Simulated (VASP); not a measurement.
Set up this calculation in VASP 6.6.1, as the native input.

- Task: single point
- Functional: PBEsol
- Potentials or basis: VASP PAW PBE potentials, release 64 (Ta_pv, Si)
- Cutoff: 520 eV
- k mesh: 6 × 6 × 4
- Occupations: gaussian, width 0.1 eV
- Spin: no spin polarisation
- Dipole correction: no
- Further INCAR settings: ALGO = Normal; EDIFF = 1e-06; NBANDS = 38

The structure of TaSi2 lies in POSCAR:

```
TaSi2
1.0
    4.7839004637      0.0000000000      0.0000000000
   -2.3919502318      4.1429793307      0.0000000000
    0.0000000000      0.0000000000      6.5700000000
Ta Si
3 6
Direct
    0.5000000000      0.0000000000      0.0000000000
    0.5000000000      0.5000000000      0.6666666667
    0.0000000000      0.5000000000      0.3333333333
    0.1589700000      0.3179400000      0.0000000000
    0.8410300000      0.1589700000      0.6666666667
    0.6820600000      0.8410300000      0.3333333333
    0.8410300000      0.6820600000      0.0000000000
    0.1589700000      0.8410300000      0.6666666667
    0.3179400000      0.1589700000      0.3333333333
```

One way to write it, as run:

INCAR

```
ALGO = Normal
EDIFF = 1E-6
ENCUT = 520
GGA = PS
ISIF = 2
ISMEAR = 0
LASPH = T
LCHARG = F
LREAL = F
LWAVE = F
NBANDS = 38
NELM = 60
PREC = Accurate
SIGMA = 0.1
```

KPOINTS

```
k-points
0
Gamma
  6 6 4
```

Potentials or basis: VASP PAW PBE potentials, release 64 (Ta_pv, Si).

Command:

```console
$ cat potpaw_PBE.64/Ta_pv/POTCAR potpaw_PBE.64/Si/POTCAR > POTCAR
$ mpirun -np 1 vasp_std > vasp.out
```

It gave:

* Pressure: -1.9 GPa
* Largest force: 0.054 eV/Å

Caveat: the PAW data sets were made with another functional, which shifts forces and pressure a little.

Wall time 64 s on 1 thread of AMD EPYC 9R14 (Zen 4), on a shared host, peak memory 0.25 GiB.
